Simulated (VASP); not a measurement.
# Ga: single point with PBE

Crystal: Ga.

```xyz
1
Lattice="2.8115 0.0000 0.0000 -1.4057 2.4348 0.0000 0.0000 0.0000 2.6893" Properties=species:S:1:pos:R:3 pbc="T T T"
Ga    0.0000    0.0000    0.0000
```

```json
{
  "Program": "VASP 6.6.1",
  "Task": "single point",
  "Functional": "PBE",
  "Potentials or basis": "VASP PAW PBE potentials, release 64 (Ga_d)",
  "Cutoff": "520 eV",
  "k mesh": "17 × 17 × 15",
  "Occupations": "fermi-dirac, width 0.05 eV",
  "Spin": "no spin polarisation",
  "Dipole correction": "no",
  "Further INCAR settings": "ALGO = Normal; EDIFF = 1e-06; NBANDS = 12"
}
```

* Pressure: 2.9 GPa

Levels at points of the mesh, in eV from the Fermi level:
| k point | band 3 | band 4 | band 5 | band 6 | band 7 | band 8 | band 9 | band 10 |
| --- | --- | --- | --- | --- | --- | --- | --- | --- |
| (0.00, 0.00, 0.00) | -14.89 | -14.61 | -14.61 | -11.15 | 8.82 | 12.04 | 12.04 | 12.11 |

It took 34 s on 1 thread of Intel(R) Xeon(R) Platinum 8488C (Sapphire Rapids) (shared host), peak memory 0.17 GiB.
